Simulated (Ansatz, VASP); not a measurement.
Al: VASP beside Ansatz

INCAR

```
SYSTEM = Al
ALGO     = Fast           ! electronic algorithm
EDIFF    = 1E-7           ! SCF threshold, eV
ENCUT    = 520            ! plane-wave cutoff, eV
GGA      = PE             ! functional
ISIF     = 2              ! what is computed and relaxed
ISMEAR   = 0              ! smearing method
LASPH    = .TRUE.         ! aspherical terms in the spheres
LCHARG   = .FALSE.        ! write CHGCAR
LREAL    = .FALSE.        ! projectors in reciprocal space
LWAVE    = .FALSE.        ! write WAVECAR
NBANDS   = 8              ! bands
NELM     = 80             ! most SCF steps
PREC     = Accurate       ! precision mode
SIGMA    = 0.15           ! smearing width, eV
```

The input KPOINTS:

```
k-points
0
G
  20 20 20
  0 0 0
```

Contents of POSCAR:

```
Al
1.0
    0.0000000000      2.0138601000      2.0239800000
    2.0239800000      0.0000000000      2.0239800000
    2.0239800000      2.0138601000      0.0000000000
Al
1
Direct
    0.0000000000      0.0000000000      0.0000000000
```

Input for Ansatz:

```yaml
crystal:
  lattice:
    - [0.0, 2.0138601, 2.02398]
    - [2.02398, 0.0, 2.02398]
    - [2.02398, 2.0138601, 0.0]
  atoms:
    - { symbol: Al, position: [0.0, 0.0, 0.0] }
basis:
  ecutwfc: 420
kpoints:
  mp_grid: { grid: [20, 20, 20] }
hamiltonian:
  xc: pbe
scf:
  occupations: { method: gaussian, width: 0.15 }
output:
  forces: true
  stress: true
  eigenvalues: true
```

Change from the starting cell: strain -0.0050 x Voigt [0, 1, 0, 0, 0, 0], atoms carried along.

Alike in both runs: task single point; functional PBE; k mesh 20 × 20 × 20; occupations gaussian, width 0.15 eV; no spin polarisation.

|  | VASP | Ansatz |
| --- | --- | --- |
| version | VASP 6.6.1 | Ansatz 0.2.0 |
| potentials or method | VASP PAW PBE potentials, release 64 (Al), cutoff 520 eV | scalar-relativistic, plane waves, PAW |
| valence electrons in the cell | 3 | 3 |

Ansatz gave:

- gap on the k mesh at the Fermi level (eV): none
- pressure (GPa): 0.0

Task: Which values does VASP return?

Result: gap on the k mesh at the Fermi level (eV): none; pressure (GPa): -0.1.

A gap of «none» marks a metal or a gap that the smearing closes.
